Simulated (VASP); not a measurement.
## C: single point with LDA

C:

```
C
1.0
     0.00000    1.83800    1.66891
     1.83800    0.00000    1.66891
     1.83800    1.83800    0.00000
C
2
Direct
  0.50000 0.50000 0.50000
  0.75000 0.75000 0.75000
```

This cell differs from its parent crystal: volume 5.638 Å^3 an atom, c/a of the conventional cell 0.9080.

| Item | Value |
| --- | --- |
| Program | VASP 6.6.1 |
| Task | single point |
| Functional | LDA |
| Potentials or basis | VASP PAW LDA potentials, release 64 (C) |
| Cutoff | 520 eV |
| k mesh | 12 × 12 × 12 |
| Occupations | gaussian, width 0.05 eV |
| Spin | no spin polarisation |
| Dipole correction | no |
| Further INCAR settings | ALGO = Normal; EDIFF = 1e-07; NBANDS = 11 |

- Pressure: -8.9 GPa
- Band gap on the k mesh: 1.78 eV, indirect (least direct gap 3.99 eV)

Stress tensor (GPa, compression positive):
```
-35.87   0.00   0.00
  0.00 -35.87   0.00
  0.00   0.00  44.92
```

Levels at points of the mesh, in eV from the valence-band top:
```tsv
k point	band 1	band 2	band 3	band 4	band 5	band 6	band 7	band 8
(0.00, 0.00, 0.00)	-22.27	-1.31	-1.31	0.00	3.99	5.17	5.17	12.71
(0.50, 0.00, 0.00)	-16.36	-14.27	-4.47	-2.88	6.34	7.09	9.73	14.70
(0.50, 0.50, 0.00)	-12.47	-12.47	-8.10	-8.10	2.38	2.38	16.08	16.08
(0.50, 0.00, 0.50)	-14.01	-14.01	-6.64	-6.64	4.68	4.68	15.23	15.23
```

Wall time 7.2 s on 1 thread of Intel Xeon 6975P-C, with other jobs on the host, peak memory 0.12 GiB.

 A k mesh can miss the band edges.
